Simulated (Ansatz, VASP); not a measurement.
## BeS: VASP beside Ansatz

```
Be S
1.0
     0.00000    2.43789    2.43789
     2.43789    0.00000    2.43789
     2.43789    2.43789    0.00000
Be S
1 1
Direct
  0.00000 0.00000 0.00000
  0.25000 0.25000 0.25000
```

Alike in both runs: functional PBE; k mesh 8 × 8 × 8; occupations gaussian, width 0.02 eV; no spin polarisation.

Ansatz relaxed the structure, and its values are those at the end. VASP's run is a single point on that final structure, the one shown.

|  | VASP | Ansatz |
| --- | --- | --- |
| version | VASP 6.6.1 | Ansatz 0.2.0 |
| potentials or method | VASP PAW PBE potentials, release 64 (Be, S), cutoff 600 eV | scalar-relativistic, plane waves, PAW |
| valence electrons in the cell | 8 | 8 |

|  | VASP | Ansatz | Ansatz less VASP |
| --- | --- | --- | --- |
| gap on the k mesh at the Fermi level (eV) | 3.15 | 3.15 | 0.000 |
| least direct gap on the mesh (eV) | 5.68 | 5.66 | -0.015 |
| pressure (GPa) | 0.1 | 0.0 | -0.06 |
